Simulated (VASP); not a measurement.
Here is a VASP 6.6.1 calculation.

INCAR

```
SYSTEM = MgB2
PREC = Accurate
ENCUT = 600
EDIFF = 1E-7
ISMEAR = 0
SIGMA = 0.05
LREAL = .False.
LASPH = .True.
NELM = 60
ALGO = Normal
ISIF = 4
LWAVE = .False.
LCHARG = .False.
GGA = PE
IBRION = 2
NSW = 60
EDIFFG = -0.015
```

Contents of KPOINTS:

```
regular mesh
0
Gamma
  8 8 6
  0 0 0
```

File POSCAR:

```
MgB2
1.0
    3.0849993558      0.0000000000      0.0000000000
   -1.5424996779      2.6716878128      0.0000000000
    0.0000000000      0.0000000000      3.5229984587
Mg B
1 2
Direct
    0.0000000000      0.0000000000      0.0000000000
    0.3333333333      0.6666666667      0.5000000000
    0.6666666667      0.3333333333      0.5000000000
```

Potentials or basis: VASP PAW PBE potentials, release 64 (Mg, B).

Command:

```console
$ cat potpaw_PBE.64/Mg/POTCAR potpaw_PBE.64/B/POTCAR > POTCAR
$ mpirun -np 1 vasp_std > vasp.out
```

Estimate the band gap on the k mesh.

zero (band 4 reaches 6.40 eV, above the bottom of band 5 at 3.81 eV).

The path:
```csv
step,energy change (eV),largest force (eV/Å),pressure (GPa),volume (Å³)
1,0.0000,0.0000,-1.17,29.04
2,-0.0003,0.0000,-1.31,29.04
3,-0.0004,0.0000,-1.37,29.04
```
